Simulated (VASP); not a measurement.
Set up this calculation in VASP 6.6.1, as the native input.

- Task: relaxation of cell and atoms
- Functional: PBE
- Potentials or basis: VASP PAW PBE potentials, release 64 (Si, C)
- Cutoff: 600 eV
- k mesh: 6 × 6 × 4
- Occupations: gaussian, width 0.1 eV
- Spin: no spin polarisation
- Dipole correction: no
- Further INCAR settings: ALGO = Normal; EDIFF = 1e-06; IBRION = 2; EDIFFG = -0.04; NSW = 90; ISIF = 3

The structure of Si2C lies in POSCAR:

```
Si2C
1.0
    4.0300012150      0.0000000000      0.0000000000
   -2.0150006075      3.4900834295      0.0000000000
    0.0000000000      0.0000000000      7.3733879523
Si C
4 2
Direct
    0.3333333333      0.6666666667      0.7415519416
    0.3333333333      0.6666666667      0.2584480584
    0.6666666667      0.3333333333      0.7415519416
    0.6666666667      0.3333333333      0.2584480584
    0.3333333333      0.6666666667      0.0000000000
    0.6666666667      0.3333333333      0.0000000000
```

One way to write it, as run:

INCAR

```
  PREC = Accurate
  ENCUT = 600
  EDIFF = 1E-6
  ISMEAR = 0
  SIGMA = 0.1
  LREAL = False
  LASPH = True
  NELM = 60
  ALGO = Normal
  ISIF = 3
  LWAVE = False
  LCHARG = False
  GGA = PE
  IBRION = 2
  NSW = 90
  EDIFFG = -0.04
```

KPOINTS

```
regular mesh
0
Gamma
  6 6 4
```

Potentials or basis: VASP PAW PBE potentials, release 64 (Si, C).

Run with:

```console
$ cat potpaw_PBE.64/Si/POTCAR potpaw_PBE.64/C/POTCAR > POTCAR
$ mpirun -np 1 vasp_std > vasp.out
```

It gave:

```yaml
Relaxed_volume: 17.34 Å³/atom
Relaxed_cell: a = 4.051 Å, b = 4.051 Å, c = 7.320 Å, α = 90.00°, β = 90.00°, γ = 120.00°
Space_group_after_relaxing_to_0.05_Å: P6/mmm (No. 191)
Energy_gained_by_relaxing: 0.9 meV/atom
Ionic_steps: 4
Pressure_after_relaxing: -0.3 GPa
Largest_force_after_relaxing: 0.039 eV/Å
Band_gap_on_the_k_mesh: zero (band 12 reaches 5.44 eV, above the bottom of band 13 at 5.01 eV)
```

Run time: 100 s on 1 thread of Intel Xeon 6975P-C (shared host), peak memory 0.25 GiB.
